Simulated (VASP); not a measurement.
# Ir (R-3m) in VASP: notebook

Ir is run at these levels: PBEsol; tasks: electric field gradients.

All numbers are computed with VASP 6.6.1; they aren't measurements. Logs are shortened: lines on timing, memory, paths and dates and some standing lists are left out, and cuts for length are marked.

### Step 1. The cell of the first run

It takes space group R-3m (No. 166, trigonal). Conventional cell: a = 2.688 Å, b = 2.688 Å, c = 6.783 Å, α = 90.00°, β = 90.00°, γ = 120.00°. Ir (site symmetry -3m) has 12 Ir at 2.69 to 2.74 Å within 3.5 Å.

### Step 2. Electric field gradients, PBEsol (equal xy, yz and zx shear strains of +2 %)

INCAR

```
SYSTEM = Ir
  PREC = Accurate
  ENCUT = 520
  EDIFF = 1E-8
  ISMEAR = -1
  SIGMA = 0.05
  LREAL = .False.
  LASPH = .True.
  NELM = 60
  ALGO = Normal
  ISIF = 2
  LWAVE = .False.
  LCHARG = .False.
  GGA = PS
  LEFG = .True.
  NBANDS = 10
```

KPOINTS

```
Automatic mesh
0
Gamma
  15 15 15
  0 0 0
```

POSCAR

```
Ir
1.0
    0.0383940000      1.9388970000      1.9388970000
    1.9388970000      0.0383940000      1.9388970000
    1.9388970000      1.9388970000      0.0383940000
Ir
1
Direct
    0.0000000000      0.0000000000      0.0000000000
```

Potentials or basis: VASP PAW PBE potentials, release 64 (Ir).

Started as:

```console
> cat potpaw_PBE.64/Ir/POTCAR > POTCAR
> mpirun -np 1 vasp_std > vasp.out
```

OUTCAR:

```text
SYSTEM = Ir
   PREC = Accurate
   ENCUT = 520
   EDIFF = 1E-8
   ISMEAR = -1
   LREAL = .False.
   LASPH = .True.
   NELM = 60
   ISIF = 2
   GGA = PS

 ion  position               nearest neighbor table
   1  0.000  0.000  0.000-

  LATTYP: Found a trigonal (rhomboedric) cell.
 ALAT       =     2.7422832189
 COS(alpha) =     0.5197000882

  Lattice vectors:

 A1 = (   0.0383940000,   1.9388970000,   1.9388970000)
 A2 = (   1.9388970000,   0.0383940000,   1.9388970000)
 A3 = (   1.9388970000,   1.9388970000,   0.0383940000)

Analysis of symmetry for initial positions (statically):
=====================================================================
 Subroutine PRICEL returns:
 Original cell was already a primitive cell.

 Routine SETGRP: Setting up the symmetry group for a
 trigonal (rhombohedral) supercell.

 Subroutine GETGRP returns: Found 12 space group operations
 (whereof 12 operations were pure point group operations)
 out of a pool of 12 trial point group operations.

The static configuration has the point symmetry D_3d.

Analysis of symmetry for dynamics (positions and initial velocities):
=====================================================================
 Subroutine PRICEL returns:
 Original cell was already a primitive cell.

 Routine SETGRP: Setting up the symmetry group for a
 trigonal (rhombohedral) supercell.

 Subroutine GETGRP returns: Found 12 space group operations
 (whereof 12 operations were pure point group operations)
 out of a pool of 12 trial point group operations.

The dynamic configuration has the point symmetry D_3d.

 Subroutine INISYM returns: Found 12 space group operations
 (whereof 12 operations are pure point group operations),
 and found     1 'primitive' translations

----------------------------------------------------------------------------------------

                                     Primitive cell

  volume of cell :      14.1449

  direct lattice vectors                    reciprocal lattice vectors
     0.038394000  1.938897000  1.938897000    -0.265667542  0.260508949  0.260508949
     1.938897000  0.038394000  1.938897000     0.260508949 -0.265667542  0.260508949
     1.938897000  1.938897000  0.038394000     0.260508949  0.260508949 -0.265667542

  length of vectors
     2.742283219  2.742283219  2.742283219     0.454212580  0.454212580  0.454212580

  position of ions in fractional coordinates (direct lattice)
     0.000000000  0.000000000  0.000000000

  ion indices of the primitive-cell ions
   primitive index   ion index
                 1           1

----------------------------------------------------------------------------------------

 KPOINTS: Automatic mesh

Automatic generation of k-mesh.
 Grid dimensions read from file:
 generate k-points for:   15   15   15

 Generating k-lattice:

  Cartesian coordinates                     Fractional coordinates (reciprocal lattice)
    -0.017711169  0.017367263  0.017367263     0.066666667 -0.000000000 -0.000000000
     0.017367263 -0.017711169  0.017367263    -0.000000000  0.066666667 -0.000000000
     0.017367263  0.017367263 -0.017711169    -0.000000000 -0.000000000  0.066666667

  Length of vectors
     0.030280839  0.030280839  0.030280839

  Shift w.r.t. Gamma in fractional coordinates (k-lattice)
     0.000000000  0.000000000  0.000000000

 Subroutine IBZKPT returns following result:
 ===========================================

 Found    344 irreducible k-points:

 Following reciprocal coordinates:
            Coordinates               Weight
  0.000000  0.000000  0.000000      1.000000
  0.066667  0.000000  0.000000      6.000000
  0.133333 -0.000000 -0.000000      6.000000
  0.200000  0.000000  0.000000      6.000000
  0.266667 -0.000000 -0.000000      6.000000
  0.333333  0.000000  0.000000      6.000000
[... 16 lines left out ...]
  0.133333  0.133333  0.000000      6.000000
  0.200000  0.133333  0.000000     12.000000
 [... further k-points ...]
   k-points           NKPTS =    344   k-points in BZ     NKDIM =    344   number of bands    NBANDS=     10
   number of dos      NEDOS =    301   number of ions     NIONS =      1
   total plane-waves  NPLWV =   8000
   dimension x,y,z NGX =    20 NGY =   20 NGZ =   20
   dimension x,y,z NGXF=    40 NGYF=   40 NGZF=   40
   ions per type =               1
   NGX,Y,Z   is equivalent  to a cutoff of  12.12, 12.12, 12.12 a.u.
   NGXF,Y,Z  is equivalent  to a cutoff of  24.25, 24.25, 24.25 a.u.
 SYSTEM =  Ir
   PREC   = accura    normal or accurate (medium, high low for compatibility)
   ISTART =      0    job   : 0-new  1-cont  2-samecut
   ICHARG =      2    charge: 1-file 2-atom 10-const
   ISPIN  =      1    spin polarized calculation?
   LNONCOLLINEAR =      F non collinear calculations
   LSORBIT =      F    spin-orbit coupling
   LASPH  =      T    aspherical Exc in radial PAW
   ENCUT  =  520.0 eV  38.22 Ry    6.18 a.u.   5.10  5.10  5.10*2*pi/ulx,y,z
   NELM   =     60;   NELMIN=  2; NELMDL= -5     # of ELM steps
   EDIFF  = 0.1E-07   stopping-criterion for ELM
   LREAL  =      F    real-space projection
   EDIFFG = 0.1E-06   stopping-criterion for IOM
   NSW    =      0    number of steps for IOM
   IBRION =     -1    ionic relax: 0-MD 1-quasi-New 2-CG
   NFREE  =      0    steps in history (QN), initial steepest desc. (CG)
   ISIF   =      2    stress and relaxation
   ISYM   =      2    0-nonsym 1-usesym 2-fastsym
   POTIM  = 0.5000    time-step for ionic-motion
   TEBEG  =    0.0;   TEEND  =   0.0 temperature during run
   PSTRESS=    0.0 pullay stress
   NELECT =       9.0000    total number of electrons
   NUPDOWN=      -1.0000    fix difference up-down
   EMIN   =  10.00;   EMAX   =-10.00  energy-range for DOS
   EFERMI =   0.00;   METHOD = LEGACY
   ISMEAR =    -1;   SIGMA  =   0.05  broadening in eV -4-tet -1-fermi 0-gaus
   EFERMI_NEDOS =   21; number of points for ismear=-14 and -15
   IALGO  =     38    algorithm
   IMIX   =      4    mixing-type and parameters
     AMIX     =   0.40;   BMIX     =  1.00
     AMIX_MAG =   1.60;   BMIX_MAG =  1.00
  volume/ion in A,a.u.               =      14.14        95.45
  Fermi-wavevector in a.u.,A,eV,Ry     =   1.408063  2.660853 26.975478  1.982642
  Thomas-Fermi vector in A             =   2.530259
   LORBIT       =      0    0 simple, 1 ext, 2 COOP (PROOUT), +10 PAW based schemes
   GGA     = PS    functional components
   LHFCALC =     F    Hartree Fock is set to
   AEXX    =    0.0000 exact exchange contribution
   IVDW    =     0    specifies the selected vdW correction
   LEPSILON=     F    determine dielectric tensor
   LRPA    =     F    only Hartree local field effects (RPA)
 non-spin polarized calculation
  energy-cutoff  :      520.00
  volume of cell :       14.14
 maximum number of plane-waves:       389
   NGX = 11   NGY = 11   NGZ = 11

 number of electron       9.0000000 magnetization

 Free energy of the ion-electron system (eV)
  ---------------------------------------------------
  ext. energy  EPLUGINS =         0.00000000
  ---------------------------------------------------
  free energy    TOTEN  =        -9.81423912 eV

  energy without entropy =       -9.80657985  energy(sigma->0) =       -9.81040949

 E-fermi :  10.2889     XC(G=0): -14.1019

 val. band max:       10.2789022476   @ k =  -0.2667   0.0667   0.0667
 cond. band min:      10.2936704376   @ k =  -0.3333   0.3333   0.3333
 fundamental gap:      0.0147681899
 Fermi energy:        10.2889495297

 k-point     1 :       0.0000    0.0000    0.0000
  band No.  band energies     occupation
      1      -0.9431      2.00000
      2       6.0364      2.00000
      3       6.4811      2.00000
      4       6.4811      2.00000
      5       9.0780      2.00000
      6       9.0780      2.00000
      7      24.5522      0.00000
      8      29.5267      0.00000
      9      30.4761      0.00000
     10      30.4761      0.00000

 k-point     2 :       0.0667    0.0000    0.0000
  band No.  band energies     occupation
      1      -0.7419      2.00000
      2       6.1017      2.00000
      3       6.3877      2.00000
      4       6.5830      2.00000
      5       9.0114      2.00000
      6       9.0160      2.00000
      7      24.9043      0.00000
      8      29.2168      0.00000
      9      30.0549      0.00000
     10      30.7941      0.00000
[... 274 lines left out ...]
 k-point    24 :       0.2000    0.1333    0.0000
  band No.  band energies     occupation
      1       0.7150      2.00000
      2       5.2803      2.00000
      3       7.0233      2.00000
      4       7.3168      2.00000
      5       8.0490      2.00000
      6       9.5262      2.00000
      7      27.1838      0.00000
      8      27.4717      0.00000
      9      30.0980      0.00000
     10      31.2126      0.00000

 [... further k-points ...]

------------------------ aborting loop because EDIFF is reached ----------------------------------------

  FORCE on cell =-STRESS in cart. coord.  units (eV):
  Direction    XX          YY          ZZ          XY          YZ          ZX
  --------------------------------------------------------------------------------------
  -------------------------------------------------------------------------------------
  Total       -0.1101807     -0.1101807     -0.1101807     -0.4981176     -0.4981176     -0.4981176
  in kB      -12.4800258    -12.4800258    -12.4800258    -56.4211314    -56.4211314    -56.4211314
  external PRESSURE =     -12.4800258 kB  Pullay stress =       0.0000000 kB

 VOLUME and BASIS-vectors are now :
 -----------------------------------------------------------------------------
  energy-cutoff  :      520.00
  volume of cell :       14.14
      direct lattice vectors                 reciprocal lattice vectors
     0.038394000  1.938897000  1.938897000    -0.265667542  0.260508949  0.260508949
     1.938897000  0.038394000  1.938897000     0.260508949 -0.265667542  0.260508949
     1.938897000  1.938897000  0.038394000     0.260508949  0.260508949 -0.265667542

 POSITION                                       TOTAL-FORCE (eV/Angst)
 -----------------------------------------------------------------------------------
      0.00000      0.00000      0.00000         0.000000      0.000000     -0.000000
 -----------------------------------------------------------------------------------
    total drift:                                0.000000      0.000000      0.000000

  FREE ENERGIE OF THE ION-ELECTRON SYSTEM (eV)
  ---------------------------------------------------
  free  energy   TOTEN  =        -9.8142391222 eV

  energy  without entropy=       -9.8065798511  energy(sigma->0) =       -9.81040949

 Electric field gradients (V/A^2)
---------------------------------------------------------------------
 ion       V_xx      V_yy      V_zz      V_xy      V_xz      V_yz
---------------------------------------------------------------------
   1      -0.000    -0.000     0.000    26.346    26.346    26.346
---------------------------------------------------------------------

 Electric field gradients after diagonalization (V/A^2)
 (convention: |V_zz| > |V_xx| > |V_yy|)
----------------------------------------------------------------------
 ion       V_xx      V_yy      V_zz     asymmetry (V_yy - V_xx)/ V_zz
----------------------------------------------------------------------
   1     -26.346   -26.346    52.691       0.000
----------------------------------------------------------------------

           NMR quadrupolar parameters

 Cq : quadrupolar parameter    Cq=e*Q*V_zz/h
 eta: asymmetry parameters     (V_yy - V_xx)/ V_zz
 Q  : nuclear electric quadrupole moment in mb (millibarn)
----------------------------------------------------------------------
 ion       Cq(MHz)       eta       Q (mb)
----------------------------------------------------------------------
   1       0.127       0.000       1.000
----------------------------------------------------------------------
```

It took 17 s on 1 thread of Intel Xeon 6975P-C (Granite Rapids), shared host; peak memory 0.17 GiB.

Results:

```yaml
Free_energy: -9.8142 eV
Pressure: -1.2 GPa
```

Stress tensor (GPa, compression positive):
```
-1.25 -5.64 -5.64
-5.64 -1.25 -5.64
-5.64 -5.64 -1.25
```

Electric field gradients, principal values (V/Å²):
| atom | least | middle | greatest (by size) |
| --- | --- | --- | --- |
| 1 Ir | -26.346 | -26.346 | 52.691 |

Caveat: the cell differs from its parent crystal (equal xy, yz and zx shear strains of +2 %); without QUAD_EFG the Cq values of the log hold for a quadrupole moment of 1 mb, not for the nuclei; the PAW data sets were made with another functional, which shifts forces and pressure a little; spin-orbit coupling is left out, which moves the levels of the heavy elements.

[end of part 1 of 2]
